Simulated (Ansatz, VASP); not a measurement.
## One calculation of SrTiO3, two programs

```
CELL_PARAMETERS angstrom
3.90694 0.00000 0.00000
0.00000 3.90694 0.00000
0.00000 0.00000 3.90694
ATOMIC_POSITIONS crystal
Sr 0.50000 0.50000 0.50000
Ti 0.00000 0.00000 0.00000
O 0.50000 0.00000 0.00000
O 0.00000 0.50000 0.00000
O 0.00000 0.00000 0.50000
```

Alike in both runs: functional r2SCAN; k mesh 8 × 8 × 8; no spin polarisation.

Ansatz relaxed the structure, and its values are those at the end. VASP's run is a single point on that final structure, the one shown.

|  | VASP | Ansatz |
| --- | --- | --- |
| version | VASP 6.6.1 | Ansatz 0.2.0 |
| potentials or method | VASP PAW PBE potentials, release 64 (Sr_sv, Ti_sv, O), cutoff 520 eV | scalar-relativistic, plane waves, PAW |
| occupations | gaussian, width 0.01 eV | fixed |
| valence electrons in the cell | 40 | 40 |

```csv
,VASP,Ansatz,Ansatz less VASP
gap on the k mesh at the Fermi level (eV),2.27,2.26,-0.013
least direct gap on the mesh (eV),2.66,2.63,-0.030
pressure (GPa),0.9,0.0,-0.91
```

VASP's potentials were made for PBE, not for r2SCAN.
